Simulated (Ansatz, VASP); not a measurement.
**Two plane-wave programs on AlN**

```
Al N
1.0
     3.32509    0.00000    0.00000
    -1.66255    2.87961    0.00000
     0.00000    0.00000    4.37515
Al N
2 2
Direct
  0.33333 0.66667 0.75000
  0.66667 0.33333 0.25000
  0.33333 0.66667 0.25000
  0.66667 0.33333 0.75000
```

Alike in both runs: task single point; functional PBEsol; k mesh 9 × 9 × 6; occupations gaussian, width 0.05 eV; no spin polarisation.

|  | VASP | Ansatz |
| --- | --- | --- |
| version | VASP 6.6.1 | Ansatz 0.2.0 |
| potentials or method | VASP PAW PBE potentials, release 64 (Al, N), cutoff 520 eV | scalar-relativistic, plane waves, PAW |
| valence electrons in the cell | 16 | 16 |

|  | VASP | Ansatz | Ansatz less VASP |
| --- | --- | --- | --- |
| gap on the k mesh at the Fermi level (eV) | 2.69 | 2.68 | -0.012 |
| least direct gap on the mesh (eV) | 2.69 | 2.68 | -0.012 |
| pressure (GPa) | -11.5 | -11.4 | +0.03 |
| traceless stress, the component that is largest in VASP (GPa) | -2.40 | -2.36 | +0.041 |

VASP's potentials were made for PBE, not for PBEsol, and Ansatz warns of the same on its side.
